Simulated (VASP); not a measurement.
A run of VASP 6.6.1 is set up as follows.

File POSCAR:

```
La3InB
1.0
    5.3289500000      0.0000000000      0.0000000000
    0.0000000000      5.3289500000      0.0000000000
    0.0000000000      0.0000000000      5.3289500000
La In B
3 1 1
Direct
    0.5000000000      0.0000000000      0.5000000000
    0.0000000000      0.5000000000      0.5000000000
    0.5000000000      0.5000000000      0.0000000000
    0.0000000000      0.0000000000      0.0000000000
    0.5000000000      0.5000000000      0.5000000000
```

The input INCAR.step1:

```
SYSTEM = La3InB
PREC = Accurate
ENCUT = 520
ISMEAR = -1
SIGMA = 0.3
LREAL = .False.
LASPH = .True.
NELM = 100
NBANDS = 32
GGA = PE
ALGO = Normal
EDIFF = 1E-4
LWAVE = .True.
LCHARG = .False.
```

Contents of INCAR.step2:

```
SYSTEM = La3InB
PREC = Accurate
ENCUT = 520
EDIFF = 1E-6
ISMEAR = -1
SIGMA = 0.3
LREAL = .False.
LASPH = .True.
NELM = 100
ALGO = Normal
ISIF = 2
LWAVE = .False.
LCHARG = .False.
METAGGA = R2SCAN
LMIXTAU = .True.
NBANDS = 32
ISTART = 1
```

File KPOINTS:

```
Automatic mesh
0
Gamma
  4 4 4
  0.5 0.5 0.5
```

Potentials or basis: VASP PAW PBE potentials, release 64 (La, In_d, B).

The run is started by

```console
$ cat potpaw_PBE.64/La/POTCAR potpaw_PBE.64/In_d/POTCAR potpaw_PBE.64/B/POTCAR > POTCAR
$ cp INCAR.step1 INCAR
$ mpirun -np 1 vasp_std > vasp.out
$ cp INCAR.step2 INCAR
$ mpirun -np 1 vasp_std > vasp.out
```

(1) Estimate the pressure.

## Answers

(1) 1.0 GPa.

Caveat: the PAW data sets were made with another functional, which shifts forces and pressure a little.
